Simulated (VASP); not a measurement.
# BaAg2As2 (I4/mmm) in VASP: notebook

Aim: see how the results for BaAg2As2 move with the level of theory and the settings. Levels: PBE, r2SCAN. Tasks: single point.

Everything below comes from runs of VASP 6.6.1. Logs are shortened: lines on timing, memory, paths and dates and some standing lists are left out, and cuts for length are marked.

### 1 The cell of the first run

It takes space group I4/mmm (No. 139, tetragonal). The conventional cell has a = 4.573 Å, b = 4.573 Å, c = 11.259 Å, α = 90.00°, β = 90.00°, γ = 90.00°. Ba (site symmetry 4/mmm) has 10 As at 3.49 to 4.33 Å and 8 Ag at 3.63 Å and 4 Ba at 4.57 Å within 4.6 Å. Within 3.7 Å of Ag (site symmetry -4m2) lie 4 As at 2.74 Å and 4 Ag at 3.23 Å and 4 Ba at 3.63 Å. Within 3.5 Å of As (site symmetry 4mm) lie 1 As at 2.60 Å and 4 Ag at 2.74 Å and 4 Ba at 3.49 Å.

### 2 Single point, PBE

File INCAR:

```
  PREC = Accurate
  ENCUT = 520
  EDIFF = 1E-6
  ISMEAR = -1
  SIGMA = 0.02
  LREAL = F
  LASPH = T
  NELM = 100
  ALGO = Normal
  ISIF = 2
  LWAVE = F
  LCHARG = F
  GGA = PE
  NBANDS = 29
```

File KPOINTS:

```
regular mesh
0
Gamma
  8 8 8
```

File POSCAR:

```
BaAg2As2
1.0
   -2.2865684166      2.2865684166      5.6296301059
    2.2865684166     -2.2865684166      5.6296301059
    2.2865684166      2.2865684166     -5.6296301059
Ba Ag As
1 2 2
Direct
    0.0000000000      0.0000000000      0.0000000000
    0.7500000000      0.2500000000      0.5000000000
    0.2500000000      0.7500000000      0.5000000000
    0.3844396275      0.3844396275      0.0000000000
    0.6155603725      0.6155603725      0.0000000000
```

Potentials or basis: VASP PAW PBE potentials, release 64 (Ba_sv, Ag, As).

Command:

```bash
> cat potpaw_PBE.64/Ba_sv/POTCAR potpaw_PBE.64/Ag/POTCAR potpaw_PBE.64/As/POTCAR > POTCAR
> mpirun -np 1 vasp_std > vasp.out
```

OUTCAR:

```text
PREC = Accurate
   ENCUT = 520
   EDIFF = 1E-6
   ISMEAR = -1
   LREAL = F
   LASPH = T
   NELM = 100
   ISIF = 2
   GGA = PE

 ion  position               nearest neighbor table
   1  0.000  0.000  0.000-   5 3.49   5 3.49   5 3.49   4 3.49   5 3.49   4 3.49   4 3.49   4 3.49
                             2 3.63   3 3.63   2 3.63   3 3.63   2 3.63   2 3.63   3 3.63   3 3.63
   2  0.750  0.250  0.500-   4 2.74   5 2.74   4 2.74   5 2.74   3 3.23   3 3.23   3 3.23   3 3.23
                             1 3.63   1 3.63   1 3.63   1 3.63
   3  0.250  0.750  0.500-   4 2.74   5 2.74   4 2.74   5 2.74   2 3.23   2 3.23   2 3.23   2 3.23
                             1 3.63   1 3.63   1 3.63   1 3.63
   4  0.384  0.384  0.000-   5 2.60   3 2.74   2 2.74   3 2.74   2 2.74   1 3.49   1 3.49   1 3.49
                             1 3.49
   5  0.616  0.616  0.000-   4 2.60   2 2.74   3 2.74   2 2.74   3 2.74   1 3.49   1 3.49   1 3.49
                             1 3.49

  LATTYP: Found a body centered tetragonal cell.
 ALAT       =     4.5731368332
 C/A-ratio  =     2.4620431495

  Lattice vectors:

 A1 = (  -2.2865684166,   2.2865684166,   5.6296301059)
 A2 = (   2.2865684166,  -2.2865684166,   5.6296301059)
 A3 = (   2.2865684166,   2.2865684166,  -5.6296301059)

Analysis of symmetry for initial positions (statically):
=====================================================================
 Subroutine PRICEL returns:
 Original cell was already a primitive cell.

 Routine SETGRP: Setting up the symmetry group for a
 body centered tetragonal supercell.

 Subroutine GETGRP returns: Found 16 space group operations
 (whereof 16 operations were pure point group operations)
 out of a pool of 16 trial point group operations.

The static configuration has the point symmetry D_4h.

Analysis of symmetry for dynamics (positions and initial velocities):
=====================================================================
 Subroutine PRICEL returns:
 Original cell was already a primitive cell.

 Routine SETGRP: Setting up the symmetry group for a
 body centered tetragonal supercell.

 Subroutine GETGRP returns: Found 16 space group operations
 (whereof 16 operations were pure point group operations)
 out of a pool of 16 trial point group operations.

The dynamic configuration has the point symmetry D_4h.

 Subroutine INISYM returns: Found 16 space group operations
 (whereof 16 operations are pure point group operations),
 and found     1 'primitive' translations

----------------------------------------------------------------------------------------

                                     Primitive cell

  volume of cell :     117.7357

  direct lattice vectors                    reciprocal lattice vectors
    -2.286568417  2.286568417  5.629630106     0.000000000  0.218668288  0.088815782
     2.286568417 -2.286568417  5.629630106     0.218668288  0.000000000  0.088815782
     2.286568417  2.286568417 -5.629630106     0.218668288  0.218668288  0.000000000

  length of vectors
     6.492266582  6.492266582  6.492266582     0.236017082  0.236017082  0.309243658

  position of ions in fractional coordinates (direct lattice)
     0.000000000  0.000000000  0.000000000
     0.750000000  0.250000000  0.500000000
     0.250000000  0.750000000  0.500000000
     0.384439628  0.384439628  0.000000000
     0.615560372  0.615560372  0.000000000

  ion indices of the primitive-cell ions
   primitive index   ion index
                 1           1
                 2           2
                 3           3
                 4           4
                 5           5

----------------------------------------------------------------------------------------

 KPOINTS: regular mesh

Automatic generation of k-mesh.
 Grid dimensions read from file:
 generate k-points for:    8    8    8

 Generating k-lattice:

  Cartesian coordinates                     Fractional coordinates (reciprocal lattice)
     0.000000000  0.027333536  0.011101973     0.125000000  0.000000000 -0.000000000
     0.027333536  0.000000000  0.011101973     0.000000000  0.125000000 -0.000000000
     0.027333536  0.027333536  0.000000000     0.000000000  0.000000000  0.125000000

  Length of vectors
     0.029502135  0.029502135  0.038655457

  Shift w.r.t. Gamma in fractional coordinates (k-lattice)
     0.000000000  0.000000000  0.000000000

 Subroutine IBZKPT returns following result:
 ===========================================

 Found     59 irreducible k-points:

 Following reciprocal coordinates:
            Coordinates               Weight
  0.000000  0.000000  0.000000      1.000000
  0.125000  0.000000  0.000000      8.000000
  0.250000  0.000000  0.000000      8.000000
  0.375000 -0.000000  0.000000      8.000000
  0.500000  0.000000  0.000000      4.000000
  0.125000  0.125000  0.000000      8.000000
[... 16 lines left out ...]
  0.250000  0.125000  0.125000     16.000000
  0.375000  0.125000  0.125000      8.000000
 [... further k-points ...]
   k-points           NKPTS =     59   k-points in BZ     NKDIM =     59   number of bands    NBANDS=     29
   number of dos      NEDOS =    301   number of ions     NIONS =      5
   total plane-waves  NPLWV = 110592
   dimension x,y,z NGX =    48 NGY =   48 NGZ =   48
   dimension x,y,z NGXF=    96 NGYF=   96 NGZF=   96
   ions per type =               1   2   2
   NGX,Y,Z   is equivalent  to a cutoff of  12.29, 12.29, 12.29 a.u.
   NGXF,Y,Z  is equivalent  to a cutoff of  24.58, 24.58, 24.58 a.u.
 SYSTEM =  unknown system
   PREC   = accura    normal or accurate (medium, high low for compatibility)
   ISTART =      0    job   : 0-new  1-cont  2-samecut
   ICHARG =      2    charge: 1-file 2-atom 10-const
   ISPIN  =      1    spin polarized calculation?
   LNONCOLLINEAR =      F non collinear calculations
   LSORBIT =      F    spin-orbit coupling
   LASPH  =      T    aspherical Exc in radial PAW
   ENCUT  =  520.0 eV  38.22 Ry    6.18 a.u.  12.07 12.07 12.07*2*pi/ulx,y,z
   NELM   =    100;   NELMIN=  2; NELMDL= -5     # of ELM steps
   EDIFF  = 0.1E-05   stopping-criterion for ELM
   LREAL  =      F    real-space projection
   EDIFFG = 0.1E-04   stopping-criterion for IOM
   NSW    =      0    number of steps for IOM
   IBRION =     -1    ionic relax: 0-MD 1-quasi-New 2-CG
   NFREE  =      0    steps in history (QN), initial steepest desc. (CG)
   ISIF   =      2    stress and relaxation
   ISYM   =      2    0-nonsym 1-usesym 2-fastsym
   POTIM  = 0.5000    time-step for ionic-motion
   TEBEG  =    0.0;   TEEND  =   0.0 temperature during run
   PSTRESS=    0.0 pullay stress
   NELECT =      42.0000    total number of electrons
   NUPDOWN=      -1.0000    fix difference up-down
   EMIN   =  10.00;   EMAX   =-10.00  energy-range for DOS
   EFERMI =   0.00;   METHOD = LEGACY
   ISMEAR =    -1;   SIGMA  =   0.02  broadening in eV -4-tet -1-fermi 0-gaus
   EFERMI_NEDOS =   21; number of points for ismear=-14 and -15
   IALGO  =     38    algorithm
   IMIX   =      4    mixing-type and parameters
     AMIX     =   0.40;   BMIX     =  1.00
     AMIX_MAG =   1.60;   BMIX_MAG =  1.00
  volume/ion in A,a.u.               =      23.55       158.90
  Fermi-wavevector in a.u.,A,eV,Ry     =   1.161061  2.194088 18.341518  1.348064
  Thomas-Fermi vector in A             =   2.297637
   LORBIT       =      0    0 simple, 1 ext, 2 COOP (PROOUT), +10 PAW based schemes
   GGA     = PE    functional components
   LHFCALC =     F    Hartree Fock is set to
   AEXX    =    0.0000 exact exchange contribution
   IVDW    =     0    specifies the selected vdW correction
   LEPSILON=     F    determine dielectric tensor
   LRPA    =     F    only Hartree local field effects (RPA)
 non-spin polarized calculation
  energy-cutoff  :      520.00
  volume of cell :      117.74
 maximum number of plane-waves:      3220
   NGX = 25   NGY = 25   NGZ = 25

 number of electron      42.0000004 magnetization

 Free energy of the ion-electron system (eV)
  ---------------------------------------------------
  ext. energy  EPLUGINS =         0.00000000
  ---------------------------------------------------
  free energy    TOTEN  =       -19.12671760 eV

  energy without entropy =      -19.12453686  energy(sigma->0) =      -19.12562723

 E-fermi :   5.5913     XC(G=0): -10.2526

 val. band max:        5.5827837293   @ k =   0.5000   0.0000   0.0000
 cond. band min:       5.5932680072   @ k =   0.3750   0.1250   0.1250
 fundamental gap:      0.0104842779
 Fermi energy:         5.5912555069

 k-point     1 :       0.0000    0.0000    0.0000
  band No.  band energies     occupation
      1     -22.4418      2.00000
      2      -7.8082      2.00000
      3      -7.6547      2.00000
      4      -7.6547      2.00000
      5      -6.6612      2.00000
      6      -4.4376      2.00000
[... 21 lines left out ...]
     28       9.9719      0.00000
     29      10.9064      0.00000

 k-point     2 :       0.1250    0.0000    0.0000
  band No.  band energies     occupation
      1     -22.4398      2.00000
      2      -7.8147      2.00000
      3      -7.7857      2.00000
      4      -7.6474      2.00000
      5      -6.4746      2.00000
      6      -4.4721      2.00000
[... 21 lines left out ...]
     28       9.5651      0.00000
     29      10.5273      0.00000

 k-point     3 :       0.2500    0.0000    0.0000
  band No.  band energies     occupation
      1     -22.4350      2.00000
      2      -8.0435      2.00000
      3      -7.7831      2.00000
      4      -7.6297      2.00000
      5      -6.1208      2.00000
      6      -4.5635      2.00000
[... 21 lines left out ...]
     28      10.0047      0.00000
     29      10.0639      0.00000

 k-point     4 :       0.3750   -0.0000    0.0000
  band No.  band energies     occupation
      1     -22.4301      2.00000
      2      -8.2232      2.00000
      3      -7.7628      2.00000
      4      -7.6119      2.00000
      5      -5.8163      2.00000
      6      -4.6703      2.00000
[... 597 lines left out ...]
     28      10.0226      0.00000
     29      10.7170      0.00000

 k-point    23 :       0.2500    0.1250    0.1250
  band No.  band energies     occupation
      1     -22.4240      2.00000
      2      -8.0797      2.00000
      3      -7.7689      2.00000
      4      -7.7369      2.00000
      5      -5.9699      2.00000
      6      -4.5892      2.00000
[... 21 lines left out ...]
     28      10.2158      0.00000
     29      10.5335      0.00000

 k-point    24 :       0.3750    0.1250    0.1250
  band No.  band energies     occupation
      1     -22.4221      2.00000
      2      -8.1141      2.00000
      3      -7.7507      2.00000
      4      -7.7303      2.00000
      5      -5.9556      2.00000
      6      -4.6092      2.00000
[... 21 lines left out ...]
     28      10.1187      0.00000
     29      11.2328      0.00000

 [... further k-points ...]
[... 5 lines left out ...]
  --------------------------------------------------------------------------------------
  -------------------------------------------------------------------------------------
  Total        0.9250833      0.9250833      1.3642926      0.0000000      0.0000000      0.0000000
  in kB       12.5887661     12.5887661     18.5656374      0.0000000      0.0000000      0.0000000
  external PRESSURE =      14.5810565 kB  Pullay stress =       0.0000000 kB

 VOLUME and BASIS-vectors are now :
 -----------------------------------------------------------------------------
  energy-cutoff  :      520.00
  volume of cell :      117.74
      direct lattice vectors                 reciprocal lattice vectors
    -2.286568417  2.286568417  5.629630106     0.000000000  0.218668288  0.088815782
     2.286568417 -2.286568417  5.629630106     0.218668288  0.000000000  0.088815782
     2.286568417  2.286568417 -5.629630106     0.218668288  0.218668288  0.000000000

 POSITION                                       TOTAL-FORCE (eV/Angst)
 -----------------------------------------------------------------------------------
      0.00000      0.00000      0.00000         0.000000      0.000000      0.000000
     -0.00000      2.28657      2.81482         0.000000      0.000000      0.000000
      2.28657     -0.00000      2.81482         0.000000      0.000000      0.000000
      0.00000      0.00000      4.32851        -0.000000     -0.000000     -0.091347
      0.00000      0.00000      6.93075        -0.000000     -0.000000      0.091347
 -----------------------------------------------------------------------------------
    total drift:                                0.000000     -0.000000      0.000000

  FREE ENERGIE OF THE ION-ELECTRON SYSTEM (eV)
  ---------------------------------------------------
  free  energy   TOTEN  =       -19.1267176007 eV

  energy  without entropy=      -19.1245368594  energy(sigma->0) =      -19.12562723
```

Run time: 3 min. Hardware: 1 thread of AMD EPYC 9R45 (Zen 5), shared host; peak memory 0.42 GiB.

Results:

* Free energy: -19.1267 eV
* Pressure: 1.5 GPa
* Largest force: 0.091 eV/Å
* Band gap on the k mesh: zero (bands 21 and 22 overlap by 0.88 eV)

Forces in eV/Å, atoms in the order of the input:
```
Ba   0.000  0.000  0.000
Ag   0.000  0.000  0.000
Ag   0.000  0.000  0.000
As   0.000  0.000 -0.091
As   0.000  0.000  0.091
```

Stress tensor (GPa, compression positive):
```
1.26 0.00 0.00
0.00 1.26 0.00
0.00 0.00 1.86
```

Levels at points of the mesh, in eV from the Fermi level:
```tsv
k point	band 18	band 19	band 20	band 21	band 22	band 23	band 24	band 25
(0.00, 0.00, 0.00)	-2.00	-2.00	-0.77	-0.77	0.14	1.18	2.21	2.92
(0.50, 0.00, 0.00)	-3.70	-1.94	-1.12	-0.19	-0.01	1.59	2.59	2.69
(0.50, 0.50, 0.00)	-2.90	-2.81	-2.39	-2.17	0.12	2.53	2.80	4.47
(0.50, 0.50, 0.50)	-2.23	-1.76	-1.15	0.08	0.62	0.62	1.41	3.23
```

Caveat: spin-orbit coupling is left out, which moves the levels of the heavy elements.

[end of part 1 of 2]
